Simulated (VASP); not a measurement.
Here is a VASP 6.6.1 calculation.

Contents of INCAR:

```
PREC     = Accurate       # precision mode
ENCUT    = 520            # plane-wave cutoff, eV
EDIFF    = 1E-7           # SCF threshold, eV
ISMEAR   = -1             # smearing method
SIGMA    = 0.1            # smearing width, eV
LREAL    = False          # projectors in reciprocal space
LASPH    = True           # aspherical terms in the spheres
NELM     = 80             # most SCF steps
ALGO     = Normal         # electronic algorithm
ISIF     = 2              # what is computed and relaxed
LWAVE    = False          # write WAVECAR
LCHARG   = True           # write CHGCAR
GGA      = PE             # functional
LELF     = True           # ELF
LVHAR    = True         
NBANDS   = 21             # bands
```

Contents of KPOINTS:

```
regular mesh
0
Gamma
  5 5 5
```

Contents of POSCAR:

```
Sn
1.0
    0.0000000000      3.2333400000      3.2333400000
    3.2333400000      0.0000000000      3.2333400000
    3.2333400000      3.2333400000      0.0000000000
Sn
2
Direct
    0.0000000000      0.0000000000      0.0200000000
    0.2500000000      0.2500000000      0.2500000000
```

Potentials or basis: VASP PAW PBE potentials, release 64 (Sn_d).

The run is started by

```bash
$ cat potpaw_PBE.64/Sn_d/POTCAR > POTCAR
$ mpirun -np 1 vasp_std > vasp.out
```

Question: What does it give for the largest force?

Answer: 0.736 eV/Å.

Question: Estimate the band gap on the k mesh.

Answer: Zero (band 14 reaches 5.86 eV, above the bottom of band 15 at 5.69 eV).

Question: What does it give for the pressure?

Answer: 4.1 GPa.

Forces in eV/Å, atoms in the order of the input:
```
Sn  -0.517 -0.517 -0.086
Sn   0.517  0.517  0.086
```

Caveat: spin-orbit coupling is left out, which moves the levels of the heavy elements.
